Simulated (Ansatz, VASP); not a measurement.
## BeZnSe2 in VASP and in Ansatz

Contents of POSCAR:

```
BeZnSe2
1.0
    3.8131242794      0.0000000000      0.0000000000
    0.0000000000      3.8131242794      0.0000000000
    0.0000000000      0.0000000000      5.4659892790
Be Se Zn
1 2 1
Direct
    0.0000000000      0.0000000000      0.0000000000
    0.0000000000      0.5000000000      0.2249968801
    0.5000000000      0.0000000000      0.7750031199
    0.5000000000      0.5000000000      0.5000000000
```

Contents of INCAR.step1:

```
ALGO = Normal
EDIFF = 1E-5
ENCUT = 520
GGA = PE
ISIF = 2
ISMEAR = 0
LASPH = T
LREAL = F
LWAVE = T
NBANDS = 21
NELM = 100
PREC = Accurate
SIGMA = 0.01
```

File INCAR.step2:

```
ALGO = Normal
EDIFF = 1E-7
ENCUT = 520
GGA = PE
HFSCREEN = 0.2079
ISIF = 2
ISMEAR = 0
ISTART = 1
LASPH = T
LCHARG = T
LELF = T
LHFCALC = T
LREAL = F
LVHAR = T
LWAVE = F
NBANDS = 21
NELM = 100
PREC = Accurate
PRECFOCK = Normal
SIGMA = 0.01
```

File KPOINTS:

```
k-points
0
Gamma
  4 4 4
```

Input for Ansatz:

```yaml
crystal:
  lattice:
    - [3.8131242794, 0.0, 0.0]
    - [0.0, 3.8131242794, 0.0]
    - [0.0, 0.0, 5.465989279]
  atoms:
    - { symbol: Be, position: [0.0, 0.0, 0.0] }
    - { symbol: Se, position: [0.0, 0.5, 0.2249968801] }
    - { symbol: Zn, position: [0.5, 0.5, 0.5] }
    - { symbol: Se, position: [0.5, 0.0, 0.7750031199] }
kpoints:
  mp_grid: { grid: [4, 4, 4] }
  band_path:
    path:
      - [0.0, 0.0, 0.0]
      - [0.0, 0.5, 0.0]
      - [0.5, 0.5, 0.0]
      - [0.0, 0.0, 0.5]
      - [0.0, 0.5, 0.5]
      - [0.5, 0.5, 0.5]
    npoints: 1
hamiltonian:
  xc: hse06
scf:
  occupations: { method: fixed }
  n_extra_bands: 5
output:
  forces: true
  stress: true
  eigenvalues: true
```

Alike in both runs: task single point; functional HSE06; k mesh 4 × 4 × 4; no spin polarisation.

|  | VASP | Ansatz |
| --- | --- | --- |
| version | VASP 6.6.1 | Ansatz 0.2.0 |
| potentials or method | VASP PAW PBE potentials, release 64 (Be, Se, Zn) | plane waves, PAW |
| plane-wave cutoff (eV) | 520 | 420 |
| occupations | gaussian, width 0.01 eV | fixed |
| valence electrons in the cell | 26 | 46 |

VASP gave:

- gap on the k mesh at the Fermi level (eV): 3.51
- pressure (GPa): 0.5
- rms of the force components (eV/Å): 0.075

Q: Which values does Ansatz return?

A: gap on the k mesh at the Fermi level (eV): 3.52; pressure (GPa): 0.5; rms of the force components (eV/Å): 0.071.

VASP's potentials hold 26 valence electrons a cell and Ansatz's 46, so a difference there can come from the potentials and not from the codes. Ansatz's warnings: stress exchange threshold loose, stress scf threshold loose.
